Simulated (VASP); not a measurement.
# MoS2 (P6_3/mmc) in VASP: notebook, part 2 of 2

VASP 6.6.1.

### Step 3. Single point, LDA

The input, INCAR:

```
SYSTEM = MoS2
ALGO = Normal
EDIFF = 1E-6
ENCUT = 520
GGA = CA
ISIF = 2
ISMEAR = 0
LASPH = .TRUE.
LCHARG = .FALSE.
LREAL = .FALSE.
LWAVE = .FALSE.
NBANDS = 35
NELM = 100
PREC = Accurate
SIGMA = 0.01
```

The input, KPOINTS:

```
k-points
0
G
  8 8 2
  0 0 0
```

The input, POSCAR:

```
MoS2
1.0
    3.1221912629      0.0000000000      0.0000000000
   -1.5610956314      2.7038969491      0.0000000000
    0.0000000000      0.0000000000     12.0749351227
Mo S
2 4
Direct
    0.3333333333      0.6666666667      0.2500000000
    0.6666666667      0.3333333333      0.7500000000
    0.3333333333      0.6666666667      0.6212830816
    0.6666666667      0.3333333333      0.1212830816
    0.3333333333      0.6666666667      0.8787169184
    0.6666666667      0.3333333333      0.3787169184
```

Potentials or basis: VASP PAW LDA potentials, release 64 (Mo_sv, S).

The run is started by

```console
> cat potpaw_LDA.64/Mo_sv/POTCAR potpaw_LDA.64/S/POTCAR > POTCAR
> mpirun -np 1 vasp_std > vasp.out
```

OUTCAR:

```text
SYSTEM = MoS2
   EDIFF = 1E-6
   ENCUT = 520
   GGA = CA
   ISIF = 2
   ISMEAR = 0
   LASPH = .TRUE.
   LREAL = .FALSE.
   NELM = 100
   PREC = Accurate

 ion  position               nearest neighbor table
   1  0.333  0.667  0.250-   4 2.38   6 2.38   4 2.38   6 2.38   4 2.38   6 2.38
   2  0.667  0.333  0.750-   3 2.38   5 2.38   3 2.38   5 2.38   3 2.38   5 2.38
   3  0.333  0.667  0.621-   2 2.38   2 2.38   2 2.38
   4  0.667  0.333  0.121-   1 2.38   1 2.38   1 2.38
   5  0.333  0.667  0.879-   2 2.38   2 2.38   2 2.38
   6  0.667  0.333  0.379-   1 2.38   1 2.38   1 2.38

  LATTYP: Found a hexagonal cell.
 ALAT       =     3.1221912629
 C/A-ratio  =     3.8674552921

  Lattice vectors:

 A1 = (   3.1221912629,   0.0000000000,   0.0000000000)
 A2 = (  -1.5610956314,   2.7038969491,   0.0000000000)
 A3 = (   0.0000000000,   0.0000000000,  12.0749351227)

Analysis of symmetry for initial positions (statically):
[... 177 lines left out ...]
  energy without entropy =      -48.95754455  energy(sigma->0) =      -48.95754455

 E-fermi :   8.2687     XC(G=0): -11.3808

 val. band max:        8.0650543035   @ k =   0.0000   0.0000   0.0000
 cond. band min:       8.9060306862   @ k =   0.2500   0.1250   0.0000
 fundamental gap:      0.8409763827
 Fermi energy:         8.2687017489

 k-point     1 :       0.0000    0.0000    0.0000
  band No.  band energies     occupation
      1     -53.1132      2.00000
      2     -53.1132      2.00000
      3     -27.5067      2.00000
      4     -27.5065      2.00000
      5     -27.2152      2.00000
      6     -27.2152      2.00000
[... 749 lines left out ...]
     34      12.2902      0.00000
     35      14.5771      0.00000

------------------------ aborting loop because EDIFF is reached ----------------------------------------

  FORCE on cell =-STRESS in cart. coord.  units (eV):
  Direction    XX          YY          ZZ          XY          YZ          ZX
  --------------------------------------------------------------------------------------
  -------------------------------------------------------------------------------------
  Total        0.0795275      0.0795275      0.0421364      0.0000000      0.0000000      0.0000000
  in kB        1.2499520      1.2499520      0.6622683      0.0000000      0.0000000      0.0000000
  external PRESSURE =       1.0540575 kB  Pullay stress =       0.0000000 kB

 VOLUME and BASIS-vectors are now :
 -----------------------------------------------------------------------------
  energy-cutoff  :      520.00
  volume of cell :      101.94
      direct lattice vectors                 reciprocal lattice vectors
     3.122191263  0.000000000  0.000000000     0.320287873  0.184918290  0.000000000
    -1.561095631  2.703896949  0.000000000     0.000000000  0.369836580  0.000000000
     0.000000000  0.000000000 12.074935123     0.000000000  0.000000000  0.082816180

 POSITION                                       TOTAL-FORCE (eV/Angst)
 -----------------------------------------------------------------------------------
     -0.00000      1.80260      3.01873         0.000000     -0.000000      0.000000
      1.56110      0.90130      9.05620        -0.000000      0.000000      0.000000
     -0.00000      1.80260      7.50195         0.000000      0.000000     -0.014446
      1.56110      0.90130      1.46449        -0.000000     -0.000000     -0.014446
     -0.00000      1.80260     10.61045         0.000000      0.000000      0.014446
      1.56110      0.90130      4.57298        -0.000000      0.000000      0.014446
 -----------------------------------------------------------------------------------
    total drift:                               -0.000000      0.000000     -0.000000

  FREE ENERGIE OF THE ION-ELECTRON SYSTEM (eV)
  ---------------------------------------------------
  free  energy   TOTEN  =       -48.9575445532 eV

  energy  without entropy=      -48.9575445532  energy(sigma->0) =      -48.95754455
```

It took 69 s on 1 thread of AMD EPYC 7R43 (Zen 3), shared host; peak memory 0.17 GiB.

Results:

| Item | Value |
| --- | --- |
| Free energy | -48.9575 eV |
| Pressure | 0.1 GPa |
| Largest force | 0.014 eV/Å |
| Band gap on the k mesh | 0.84 eV (least direct gap 2.05 eV) |

Forces on the atoms (eV/Å):
```
Mo   0.000  0.000  0.000
Mo   0.000  0.000  0.000
S    0.000  0.000 -0.014
S    0.000  0.000 -0.014
S    0.000  0.000  0.014
S    0.000  0.000  0.014
```

Levels at points of the mesh, in eV from the valence-band top:
| k point | band 22 | band 23 | band 24 | band 25 | band 26 | band 27 | band 28 | band 29 | band 30 | band 31 |
| --- | --- | --- | --- | --- | --- | --- | --- | --- | --- | --- |
| (0.00, 0.00, 0.00) | -2.20 | -2.20 | -1.40 | -1.14 | 0.00 | 2.14 | 2.14 | 2.17 | 2.17 | 2.33 |
| (0.50, 0.00, 0.00) | -2.59 | -1.76 | -1.53 | -1.51 | -1.39 | 1.66 | 1.72 | 2.02 | 2.37 | 2.81 |
| (0.00, 0.00, 0.50) | -2.23 | -2.23 | -2.23 | -0.29 | -0.29 | 2.15 | 2.15 | 2.15 | 2.15 | 2.45 |
| (0.50, 0.00, 0.50) | -2.78 | -1.64 | -1.64 | -1.45 | -1.45 | 1.69 | 1.69 | 2.21 | 2.21 | 3.21 |

### Step 4. How close it comes

Step 2. Against the measured gap of MoS2, 1.3 eV (indirect; 300 K; “Multiwavelength excitation Raman Scattering Analysis of bulk and 2 dimensional MoS2: Vibrational properties of atomically thin MoS2 layers”, 2015, arxiv:1506.03228), the calculated 0.84 eV is off by -0.46 eV. Spin-orbit coupling on Mo is left out. The value is that of LDA on a finite k mesh, which can miss the band edges, without temperature or zero-point motion. Semilocal functionals fall short of measured gaps as a rule.

Step 3. Against the measured gap of MoS2, 1.3 eV (indirect; 300 K; “Multiwavelength excitation Raman Scattering Analysis of bulk and 2 dimensional MoS2: Vibrational properties of atomically thin MoS2 layers”, 2015, arxiv:1506.03228), the calculated 0.84 eV is off by -0.46 eV. Spin-orbit coupling on Mo is left out. The value is that of LDA on a finite k mesh, which can miss the band edges, without temperature or zero-point motion. Semilocal functionals fall short of measured gaps as a rule.
